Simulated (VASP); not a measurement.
# Re (P6_3/mmc) in VASP: a series of runs

Re is run at these levels: PBE; tasks: single point, relaxation of cell and atoms.

Everything below comes from runs of VASP 6.6.1. Logs are shortened: lines on timing, memory, paths and dates and some standing lists are left out, and cuts for length are marked.

**1. The cell of the first run**

The structure is hexagonal, space group P6_3/mmc (No. 194). Conventional cell: a = 2.773 Å, b = 2.773 Å, c = 4.484 Å, α = 90.00°, β = 90.00°, γ = 120.00°. Within 3.6 Å of Re (site symmetry -6m2) lie 12 Re at 2.76 to 2.77 Å.

**2. Single point, PBE**

Input file INCAR:

```
PREC = Accurate
ENCUT = 520
EDIFF = 1E-6
ISMEAR = 1
SIGMA = 0.033
LREAL = False
LASPH = True
NELM = 100
ALGO = Normal
ISIF = 2
LWAVE = False
LCHARG = False
GGA = PE
NBANDS = 14
```

Input file KPOINTS:

```
regular mesh
0
Gamma
  10 10 6
```

Input file POSCAR:

```
Re
1.0
    1.3867390458      2.4019024841      0.0000000000
   -1.3867390458      2.4019024841      0.0000000000
    0.0000000000      0.0000000000      4.4842053956
Re
2
Direct
    0.3333333333      0.3333333333      0.2500000000
    0.6666666667      0.6666666667      0.7500000000
```

Potentials or basis: VASP PAW PBE potentials, release 64 (Re).

Launch:

```sh
> cat potpaw_PBE.64/Re/POTCAR > POTCAR
> mpirun -np 1 vasp_std > vasp.out
```

OUTCAR:

```text
PREC = Accurate
   ENCUT = 520
   EDIFF = 1E-6
   ISMEAR = 1
   LREAL = False
   LASPH = True
   NELM = 100
   ISIF = 2
   GGA = PE

 ion  position               nearest neighbor table
   1  0.333  0.333  0.250-   2 2.76   2 2.76   2 2.76   2 2.76   2 2.76   2 2.76
   2  0.667  0.667  0.750-   1 2.76   1 2.76   1 2.76   1 2.76   1 2.76   1 2.76

  LATTYP: Found a hexagonal cell.
 ALAT       =     2.7734780915
 C/A-ratio  =     1.6168165919

  Lattice vectors:

 A1 = (   1.3867390458,  -2.4019024841,   0.0000000000)
 A2 = (   1.3867390458,   2.4019024841,   0.0000000000)
 A3 = (   0.0000000000,   0.0000000000,   4.4842053956)

Analysis of symmetry for initial positions (statically):
=====================================================================
 Subroutine PRICEL returns:
 Original cell was already a primitive cell.

 Routine SETGRP: Setting up the symmetry group for a
 hexagonal supercell.

 Subroutine GETGRP returns: Found 24 space group operations
 (whereof 12 operations were pure point group operations)
 out of a pool of 24 trial point group operations.

The static configuration has the point symmetry D_3d.
 The point group associated with its full space group is D_6h.

Analysis of symmetry for dynamics (positions and initial velocities):
=====================================================================
 Subroutine PRICEL returns:
 Original cell was already a primitive cell.

 Routine SETGRP: Setting up the symmetry group for a
 hexagonal supercell.

 Subroutine GETGRP returns: Found 24 space group operations
 (whereof 12 operations were pure point group operations)
 out of a pool of 24 trial point group operations.

The dynamic configuration has the point symmetry D_3d.
 The point group associated with its full space group is D_6h.

 Subroutine INISYM returns: Found 24 space group operations
 (whereof 12 operations are pure point group operations),
 and found     1 'primitive' translations

----------------------------------------------------------------------------------------

                                     Primitive cell

  volume of cell :      29.8721

  direct lattice vectors                    reciprocal lattice vectors
     1.386739046  2.401902484  0.000000000     0.360558103  0.208168318  0.000000000
    -1.386739046  2.401902484  0.000000000    -0.360558103  0.208168318  0.000000000
     0.000000000  0.000000000  4.484205396     0.000000000  0.000000000  0.223004950

  length of vectors
     2.773478092  2.773478092  4.484205396     0.416336636  0.416336636  0.223004950

  position of ions in fractional coordinates (direct lattice)
     0.333333333  0.333333333  0.250000000
     0.666666667  0.666666667  0.750000000

  ion indices of the primitive-cell ions
   primitive index   ion index
                 1           1
                 2           2

----------------------------------------------------------------------------------------

 KPOINTS: regular mesh

Automatic generation of k-mesh.
 Grid dimensions read from file:
 generate k-points for:   10   10    6

 Generating k-lattice:

  Cartesian coordinates                     Fractional coordinates (reciprocal lattice)
     0.036055810  0.020816832  0.000000000     0.100000000 -0.000000000  0.000000000
    -0.036055810  0.020816832  0.000000000    -0.000000000  0.100000000  0.000000000
     0.000000000  0.000000000  0.037167492     0.000000000  0.000000000  0.166666667

  Length of vectors
     0.041633664  0.041633664  0.037167492

  Shift w.r.t. Gamma in fractional coordinates (k-lattice)
     0.000000000  0.000000000  0.000000000

 Subroutine IBZKPT returns following result:
 ===========================================

 Found     56 irreducible k-points:

 Following reciprocal coordinates:
            Coordinates               Weight
  0.000000  0.000000  0.000000      1.000000
  0.100000 -0.000000  0.000000      6.000000
  0.200000 -0.000000  0.000000      6.000000
  0.300000 -0.000000  0.000000      6.000000
  0.400000 -0.000000  0.000000      6.000000
  0.500000 -0.000000  0.000000      3.000000
[... 16 lines left out ...]
  0.400000  0.100000  0.166667     24.000000
  0.500000  0.100000  0.166667     24.000000
 [... further k-points ...]
   k-points           NKPTS =     56   k-points in BZ     NKDIM =     56   number of bands    NBANDS=     14
   number of dos      NEDOS =    301   number of ions     NIONS =      2
   total plane-waves  NPLWV =  20736
   dimension x,y,z NGX =    24 NGY =   24 NGZ =   36
   dimension x,y,z NGXF=    48 NGYF=   48 NGZF=   72
   ions per type =               2
   NGX,Y,Z   is equivalent  to a cutoff of  14.39, 14.39, 13.35 a.u.
   NGXF,Y,Z  is equivalent  to a cutoff of  28.77, 28.77, 26.69 a.u.
 SYSTEM =  unknown system
   PREC   = accura    normal or accurate (medium, high low for compatibility)
   ISTART =      0    job   : 0-new  1-cont  2-samecut
   ICHARG =      2    charge: 1-file 2-atom 10-const
   ISPIN  =      1    spin polarized calculation?
   LNONCOLLINEAR =      F non collinear calculations
   LSORBIT =      F    spin-orbit coupling
   LASPH  =      T    aspherical Exc in radial PAW
   ENCUT  =  520.0 eV  38.22 Ry    6.18 a.u.   5.16  5.16  8.34*2*pi/ulx,y,z
   NELM   =    100;   NELMIN=  2; NELMDL= -5     # of ELM steps
   EDIFF  = 0.1E-05   stopping-criterion for ELM
   LREAL  =      F    real-space projection
   EDIFFG = 0.1E-04   stopping-criterion for IOM
   NSW    =      0    number of steps for IOM
   IBRION =     -1    ionic relax: 0-MD 1-quasi-New 2-CG
   NFREE  =      0    steps in history (QN), initial steepest desc. (CG)
   ISIF   =      2    stress and relaxation
   ISYM   =      2    0-nonsym 1-usesym 2-fastsym
   POTIM  = 0.5000    time-step for ionic-motion
   TEBEG  =    0.0;   TEEND  =   0.0 temperature during run
   PSTRESS=    0.0 pullay stress
   NELECT =      14.0000    total number of electrons
   NUPDOWN=      -1.0000    fix difference up-down
   EMIN   =  10.00;   EMAX   =-10.00  energy-range for DOS
   EFERMI =   0.00;   METHOD = LEGACY
   ISMEAR =     1;   SIGMA  =   0.03  broadening in eV -4-tet -1-fermi 0-gaus
   EFERMI_NEDOS =   21; number of points for ismear=-14 and -15
   IALGO  =     38    algorithm
   IMIX   =      4    mixing-type and parameters
     AMIX     =   0.40;   BMIX     =  1.00
     AMIX_MAG =   1.60;   BMIX_MAG =  1.00
  volume/ion in A,a.u.               =      14.94       100.79
  Fermi-wavevector in a.u.,A,eV,Ry     =   1.271635  2.403041 22.001360  1.617054
  Thomas-Fermi vector in A             =   2.404557
   LORBIT       =      0    0 simple, 1 ext, 2 COOP (PROOUT), +10 PAW based schemes
   GGA     = PE    functional components
   LHFCALC =     F    Hartree Fock is set to
   AEXX    =    0.0000 exact exchange contribution
   IVDW    =     0    specifies the selected vdW correction
   LEPSILON=     F    determine dielectric tensor
   LRPA    =     F    only Hartree local field effects (RPA)
 non-spin polarized calculation
 Methfessel and Paxton  Order N= 1 SIGMA  =   0.03
  energy-cutoff  :      520.00
  volume of cell :       29.87
 maximum number of plane-waves:       817
 NGX is ok and might be reduce to    24
   NGX = 11   NGY = 11   NGZ = 17

 number of electron      14.0000000 magnetization

 Free energy of the ion-electron system (eV)
  ---------------------------------------------------
  ext. energy  EPLUGINS =         0.00000000
  ---------------------------------------------------
  free energy    TOTEN  =       -24.84605180 eV

  energy without entropy =      -24.84561228  energy(sigma->0) =      -24.84590530

 E-fermi :   7.7007     XC(G=0): -13.6460

 val. band max:        7.6950414372   @ k =   0.5000   0.1000   0.3333
 cond. band min:       7.7454498855   @ k =  -0.4000   0.3000   0.5000
 fundamental gap:      0.0504084483
 Fermi energy:         7.7007217871

 k-point     1 :       0.0000    0.0000    0.0000
  band No.  band energies     occupation
      1      -2.0627      2.00000
      2       1.1888      2.00000
      3       6.1488      2.00000
      4       6.1707      2.00000
      5       6.1707      2.00000
      6       6.9845      2.00000
      7       6.9845      2.00000
      8       7.9026     -0.00000
      9       7.9026     -0.00000
     10       8.2724     -0.00000
     11      11.0016      0.00000
     12      11.0016      0.00000
     13      17.5078      0.00000
     14      21.8347      0.00000

 k-point     2 :       0.1000   -0.0000    0.0000
  band No.  band energies     occupation
      1      -1.6646      2.00000
      2       1.5578      2.00000
      3       5.4744      2.00000
      4       6.5371      2.00000
      5       6.6339      2.00000
      6       6.8175      2.00000
      7       6.9230      2.00000
      8       7.3301      2.00000
      9       7.6110      2.00083
     10       7.7969     -0.00030
     11      11.1924      0.00000
     12      12.4874      0.00000
     13      17.4686      0.00000
     14      22.6927      0.00000

 k-point     3 :       0.2000   -0.0000    0.0000
  band No.  band energies     occupation
      1      -0.5862      2.00000
      2       2.3671      2.00000
      3       4.8049      2.00000
      4       5.1757      2.00000
      5       6.1060      2.00000
      6       6.9927      2.00000
      7       7.3259      2.00000
      8       7.5926      2.00004
      9       7.6561      2.06679
     10       8.3150     -0.00000
     11      11.5397      0.00000
     12      14.8969      0.00000
     13      17.1995      0.00000
     14      23.8091      0.00000

 k-point     4 :       0.3000   -0.0000    0.0000
  band No.  band energies     occupation
      1       0.7628      2.00000
      2       2.5178      2.00000
      3       3.7649      2.00000
      4       4.9211      2.00000
      5       6.0796      2.00000
      6       6.3863      2.00000
      7       6.8288      2.00000
      8       9.0890      0.00000
      9       9.1763      0.00000
     10       9.7598      0.00000
     11      11.8004      0.00000
     12      16.7788      0.00000
     13      17.2865      0.00000
     14      20.9547      0.00000

 k-point     5 :       0.4000   -0.0000    0.0000
  band No.  band energies     occupation
      1       1.6571      2.00000
      2       2.1176      2.00000
      3       2.8685      2.00000
      4       5.4813      2.00000
      5       5.9699      2.00000
      6       6.4725      2.00000
      7       6.8380      2.00000
      8      10.8423      0.00000
      9      11.2530      0.00000
     10      11.2909      0.00000
     11      11.9319      0.00000
[... 276 lines left out ...]
 k-point    22 :       0.3000    0.1000    0.1667
  band No.  band energies     occupation
      1       0.5534      2.00000
      2       3.0227      2.00000
      3       3.9491      2.00000
      4       4.4968      2.00000
      5       5.7042      2.00000
      6       6.4235      2.00000
      7       7.0183      2.00000
      8       8.1699     -0.00000
      9       9.0661      0.00000
     10       9.4577      0.00000
     11      11.4101      0.00000
     12      14.7182      0.00000
     13      18.6984      0.00000
     14      22.9117      0.00000

 k-point    23 :       0.4000    0.1000    0.1667
  band No.  band energies     occupation
      1       1.5372      2.00000
      2       2.7489      2.00000
      3       3.3686      2.00000
      4       4.5710      2.00000
      5       5.8808      2.00000
      6       6.5373      2.00000
      7       6.8502      2.00000
      8       9.3140      0.00000
      9      10.6326      0.00000
     10      10.7084      0.00000
     11      11.8803      0.00000
     12      15.6747      0.00000
     13      18.1225      0.00000
     14      21.0027      0.00000

 k-point    24 :       0.5000    0.1000    0.1667
  band No.  band energies     occupation
      1       1.7111      2.00000
      2       2.3514      2.00000
      3       3.4433      2.00000
      4       4.4448      2.00000
      5       5.7682      2.00000
      6       7.1772      2.00000
      7       7.3121      2.00000
      8      10.7325      0.00000
      9      11.1484      0.00000
     10      11.6712      0.00000
     11      13.1270      0.00000
     12      15.3578      0.00000
     13      17.5005      0.00000
     14      19.4325      0.00000

 [... further k-points ...]
[... 5 lines left out ...]
  --------------------------------------------------------------------------------------
  -------------------------------------------------------------------------------------
  Total       -0.0630625     -0.0630625     -0.1188991      0.0000000      0.0000000      0.0000000
  in kB       -3.3823328     -3.3823328     -6.3771047      0.0000000      0.0000000      0.0000000
  external PRESSURE =      -4.3805901 kB  Pullay stress =       0.0000000 kB

 VOLUME and BASIS-vectors are now :
 -----------------------------------------------------------------------------
  energy-cutoff  :      520.00
  volume of cell :       29.87
      direct lattice vectors                 reciprocal lattice vectors
     1.386739046  2.401902484  0.000000000     0.360558103  0.208168318  0.000000000
    -1.386739046  2.401902484  0.000000000    -0.360558103  0.208168318  0.000000000
     0.000000000  0.000000000  4.484205396     0.000000000  0.000000000  0.223004950

 POSITION                                       TOTAL-FORCE (eV/Angst)
 -----------------------------------------------------------------------------------
      0.00000      1.60127      1.12105        -0.000000     -0.000000      0.000000
      0.00000      3.20254      3.36315         0.000000      0.000000      0.000000
 -----------------------------------------------------------------------------------
    total drift:                               -0.000000      0.000000      0.000000

  FREE ENERGIE OF THE ION-ELECTRON SYSTEM (eV)
  ---------------------------------------------------
  free  energy   TOTEN  =       -24.8460518031 eV

  energy  without entropy=      -24.8456122815  energy(sigma->0) =      -24.84590530
```

Run time: 34 s. Hardware: 1 thread of Intel Xeon Platinum 8259CL at 2.50GHz (Skylake/Cascade Lake), shared host; peak memory 0.16 GiB.

What came out:

```yaml
Free_energy: -24.8461 eV
Pressure: -0.4 GPa
Band_gap_on_the_k_mesh: zero (bands 7 and 8 overlap by 3.23 eV)
```

Levels at points of the mesh, in eV from the Fermi level:
```
           k point  band 5  band 6  band 7  band 8  band 9  band 10
(0.00, 0.00, 0.00)   -1.53   -0.72   -0.72    0.20    0.20     0.57
(0.50, 0.00, 0.00)   -1.72   -1.36   -0.60    3.90    4.27     4.41
(0.00, 0.00, 0.50)   -1.66   -1.66   -1.66   -1.66    2.50     2.50
(0.50, 0.00, 0.50)    0.40    0.40    0.90    0.90    4.20     4.20
```

Caveat: spin-orbit coupling is left out, which moves the levels of the heavy elements.

**3. Relaxation of cell and atoms, PBE**

This run uses another cell than the first one, of 14.57 Å³/atom.

Input file INCAR:

```
SYSTEM = Re
PREC = Accurate
ENCUT = 600
EDIFF = 1E-6
ISMEAR = 1
SIGMA = 0.033
LREAL = .FALSE.
LASPH = .TRUE.
NELM = 60
ALGO = Normal
ISIF = 3
LWAVE = .FALSE.
LCHARG = .FALSE.
GGA = PE
IBRION = 2
NSW = 100
EDIFFG = -0.03
```

Input file KPOINTS:

```
regular mesh
0
G
  10 10 6
  0 0 0
```

Input file POSCAR:

```
Re
1.0
    1.3898320000      2.4072580000      0.0000000000
   -1.3898320000      2.4072580000      0.0000000000
    0.0000000000      0.0000000000      4.3537740000
Re
2
Direct
    0.3333300000      0.3333400000      0.2500000000
    0.6666600000      0.6666700000      0.7500000000
```

Potentials or basis: VASP PAW PBE potentials, release 64 (Re).

Launch:

```sh
> cat potpaw_PBE.64/Re/POTCAR > POTCAR
> mpirun -np 1 vasp_std > vasp.out
```

Run time: 5.1 min. Hardware: 1 thread of Intel Xeon Platinum 8259CL at 2.50GHz (Skylake/Cascade Lake), shared host; peak memory 0.21 GiB.

It converged, with:

```yaml
Free_energy: -24.8480 eV
Relaxed_volume: 14.92 Å³/atom
Relaxed_cell: a = 2.773 Å, b = 2.773 Å, c = 4.480 Å, α = 90.00°, β = 90.00°, γ = 60.00°
Space_group_after_relaxing_to_0.1_Å: P6_3/mmc (No. 194)
Energy_gained_by_relaxing: 25.1 meV/atom
Ionic_steps: 9
Pressure_after_relaxing: 0.0 GPa
Band_gap_on_the_k_mesh: zero (bands 7 and 8 overlap by 3.24 eV)
```

Stress tensor (GPa, compression positive):
```
-0.10  0.00  0.00
 0.00 -0.10  0.00
 0.00  0.00  0.10
```

The path:
```tsv
step	energy change (eV)	largest force (eV/Å)	pressure (GPa)	volume (Å³)
1	0.0000	0.0001	10.20	29.13
2	0.3272	0.0000	-30.79	33.18
3	-0.0416	0.0001	-2.73	30.09
4	-0.0347	0.0000	1.83	29.70
5	-0.0499	0.0001	-1.03	29.93
6	-0.0500	0.0001	-0.88	29.92
7	-0.0500	0.0001	-0.92	29.92
8	-0.0486	0.0000	2.46	29.66
9	-0.0502	0.0000	-0.04	29.85
```

Final structure:
```
Re
1.0
     1.38673    2.40190    0.00000
    -1.38673    2.40190    0.00000
     0.00000    0.00000    4.48047
Re
2
Direct
  0.33333 0.33334 0.25000
  0.66666 0.66667 0.75000
```

Levels at points of the mesh, in eV from the Fermi level:
| k point | band 4 | band 5 | band 6 | band 7 | band 8 | band 9 | band 10 | band 11 |
| --- | --- | --- | --- | --- | --- | --- | --- | --- |
| (0.00, 0.00, 0.00) | -1.53 | -1.53 | -0.72 | -0.72 | 0.20 | 0.20 | 0.58 | 3.31 |
| (0.50, 0.00, 0.00) | -1.89 | -1.73 | -1.35 | -0.59 | 3.90 | 4.28 | 4.42 | 5.94 |
| (0.50, 0.50, 0.00) | -1.89 | -1.73 | -1.35 | -0.59 | 3.90 | 4.28 | 4.42 | 5.94 |
| (0.00, 0.00, 0.50) | -2.34 | -1.66 | -1.66 | -1.66 | -1.66 | 2.50 | 2.50 | 2.50 |
| (0.50, 0.00, 0.50) | -4.00 | 0.40 | 0.40 | 0.90 | 0.90 | 4.20 | 4.20 | 4.69 |
| (0.50, 0.50, 0.50) | -4.00 | 0.40 | 0.40 | 0.90 | 0.90 | 4.20 | 4.20 | 4.69 |

Caveat: spin-orbit coupling is left out, which moves the levels of the heavy elements.
